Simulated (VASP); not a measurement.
Set up this calculation in VASP 6.6.1, as the native input.

| Item | Value |
| --- | --- |
| Task | single point |
| Functional | PBE |
| Potentials or basis | VASP PAW PBE potentials, release 64 (Li_sv, Y_sv) |
| Cutoff | 520 eV |
| k mesh | 3 × 3 × 3 |
| Occupations | fermi-dirac, width 0.05 eV |
| Spin | no spin polarisation |
| Dipole correction | no |
| Further INCAR settings | ALGO = Normal; EDIFF = 1e-07; NBANDS = 26 |

The structure of LiY3 lies in POSCAR:

```
LiY3
1.0
    4.9197100000      0.0000000000      0.0000000000
    0.0000000000      4.9197100000      0.0000000000
    0.0000000000      0.0000000000      4.9197100000
Li Y
1 3
Direct
    0.0441200000      0.9808300000      0.9994900000
    0.4800300000      0.5238000000      0.9626300000
    0.4699700000      0.9966800000      0.5034800000
    0.9885600000      0.5416300000      0.4928600000
```

One way to write it, as run:

INCAR

```
SYSTEM = LiY3
PREC     = Accurate       ! precision mode
ENCUT    = 520            ! plane-wave cutoff, eV
EDIFF    = 1E-7           ! SCF threshold, eV
ISMEAR   = -1             ! smearing method
SIGMA    = 0.05           ! smearing width, eV
LREAL    = .FALSE.        ! projectors in reciprocal space
LASPH    = .TRUE.         ! aspherical terms in the spheres
NELM     = 60             ! most SCF steps
ALGO     = Normal         ! electronic algorithm
ISIF     = 2              ! what is computed and relaxed
LWAVE    = .FALSE.        ! write WAVECAR
LCHARG   = .FALSE.        ! write CHGCAR
GGA      = PE             ! functional
NBANDS   = 26             ! bands
```

KPOINTS

```
Automatic mesh
0
G
  3 3 3
  0 0 0
```

Potentials or basis: VASP PAW PBE potentials, release 64 (Li_sv, Y_sv).

Launch:

```console
$ cat potpaw_PBE.64/Li_sv/POTCAR potpaw_PBE.64/Y_sv/POTCAR > POTCAR
$ mpirun -np 1 vasp_std > vasp.out
```

It gave:

* Largest force: 1.117 eV/Å
* Band gap on the k mesh: zero (bands 18 and 19 overlap by 0.27 eV)

Caveat: the k points lie up to 0.43 Å⁻¹ apart; forces of over 1 eV/Å act on the atoms, so gaps and moduli don't describe the material at rest.

Run time: 120 s on 1 thread of Intel Xeon 8259CL, on a shared host, peak memory 0.26 GiB.
